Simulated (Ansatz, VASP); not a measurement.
**C in VASP and in Ansatz**

File INCAR:

```
SYSTEM = C
  PREC = Accurate
  ENCUT = 520
  EDIFF = 1E-6
  ISMEAR = 0
  SIGMA = 0.05
  LREAL = .False.
  LASPH = .True.
  NELM = 100
  ALGO = Normal
  ISIF = 2
  LWAVE = .False.
  LCHARG = .False.
  GGA = PE
  NBANDS = 11
```

The input KPOINTS:

```
regular mesh
0
Gamma
  12 12 12
  0 0 0
```

POSCAR

```
C
1.0
    0.0000000000      1.7903076000      1.9108520020
    1.6563693755      0.0000000000      1.9108520020
    1.6563693755      1.7903076000      0.0000000000
C
2
Direct
    0.5000000000      0.5000000000      0.5000000000
    0.7500000000      0.7500000000      0.7500000000
```

Input for Ansatz:

```yaml
crystal:
  lattice:
    - [0.0, 1.7903076, 1.910852002]
    - [1.6563693755, 0.0, 1.910852002]
    - [1.6563693755, 1.7903076, 0.0]
  atoms:
    - { symbol: C, position: [0.5, 0.5, 0.5] }
    - { symbol: C, position: [0.75, 0.75, 0.75] }
basis:
  ecutwfc: 520.0
kpoints:
  mp_grid: { grid: [12, 12, 12] }
hamiltonian:
  xc: pbe
  pseudopotentials: { kind: paw, azcp: { folder: soft_1 } }
scf:
  occupations: { method: gaussian, width: 0.05 }
output:
  forces: true
  stress: true
  eigenvalues: true
  write_density: true
  write_potential: true
  elf: true
  volumetric_format: npy
```

Change from the starting cell: strain +e along x and -e along y -0.0375, strain +e along z and -e/2 along x and y +0.0700.

Alike in both runs: task single point; functional PBE; k mesh 12 × 12 × 12; occupations gaussian, width 0.05 eV; no spin polarisation.

```csv
,VASP,Ansatz
version,VASP 6.6.1,Ansatz 0.2.0
potentials or method,"VASP PAW PBE potentials, release 64 (C), cutoff 520 eV","scalar-relativistic, plane waves, PAW"
valence electrons in the cell,8,8
```

Ansatz gave:

```
gap on the k mesh at the Fermi level (eV)                     : 1.49
least direct gap on the mesh (eV)                             : 3.82
pressure (GPa)                                                : 2.6
traceless stress, the component that is largest in VASP (GPa) : -68.24
```

Q: What did VASP give for the same quantities?

A: gap on the k mesh at the Fermi level (eV): 1.48; least direct gap on the mesh (eV): 3.81; pressure (GPa): 3.2; traceless stress, the component that is largest in VASP (GPa): -68.23.
